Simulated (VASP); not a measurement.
Input of a VASP 6.6.1 run:

The input INCAR:

```
ALGO     = Normal         # electronic algorithm
EDIFF    = 1E-7           # SCF threshold, eV
ENCUT    = 520            # plane-wave cutoff, eV
GGA      = PS             # functional
ISIF     = 2              # what is computed and relaxed
ISMEAR   = 0              # smearing method
LASPH    = T              # aspherical terms in the spheres
LCHARG   = F              # write CHGCAR
LREAL    = F              # projectors in reciprocal space
LWAVE    = F              # write WAVECAR
NBANDS   = 84             # bands
NELM     = 100            # most SCF steps
PREC     = Accurate       # precision mode
SIGMA    = 0.05           # smearing width, eV
```

KPOINTS

```
k-points
0
Gamma
  3 2 3
```

File POSCAR:

```
Zr12H
1.0
    6.4600000000      0.0000000000      0.0000000000
   -4.8450000000      8.3917860000      0.0000000000
    0.0000000000      0.0000000000      5.1453900000
Zr H
12 1
Direct
    0.0015263797      0.0015635527      0.0004436981
    0.1616212443      0.2181439088      0.5021745679
    0.0006554350      0.3308000228      0.0010141117
    0.1817569236      0.5594558774      0.4916713796
    0.0064881159      0.6734786850      0.0047331689
    0.1673723913      0.8912438902      0.4995234569
    0.4985957025     -0.0021972677     -0.0044954804
    0.6592880256      0.2110802158      0.4951611054
    0.4943034929      0.3302399513      0.0054005624
    0.6597126993      0.5580621336      0.4979142495
    0.5046648747      0.6713802044     -0.0062764922
    0.6672853811      0.8870680210      0.4921137173
    0.8333287330      0.4468725728     -0.1274776062
```

Potentials or basis: VASP PAW PBE potentials, release 64 (Zr_sv, H).

Run with:

```console
$ cat potpaw_PBE.64/Zr_sv/POTCAR potpaw_PBE.64/H/POTCAR > POTCAR
$ mpirun -np 1 vasp_std > vasp.out
```

Predict the largest force.

0.499 eV/Å.

Estimate the band gap on the k mesh.

zero (an odd number of electrons rules out a gap without spin polarisation).

Forces on the atoms (eV/Å):
```
Zr   0.003  0.009  0.076
Zr   0.001  0.010  0.064
Zr  -0.016 -0.004  0.074
Zr   0.023 -0.010 -0.008
Zr  -0.010  0.003  0.077
Zr   0.007 -0.011  0.052
Zr  -0.004  0.003  0.018
Zr   0.001 -0.015  0.013
Zr  -0.012  0.007  0.099
Zr   0.014 -0.011  0.032
Zr   0.012  0.003 -0.002
Zr  -0.002 -0.008  0.004
H   -0.018  0.025 -0.498
```

Caveat: the k points lie up to 0.41 Å⁻¹ apart, too coarse for converged energies and pressures of a metal; the PAW data sets were made with another functional, which shifts forces and pressure a little.
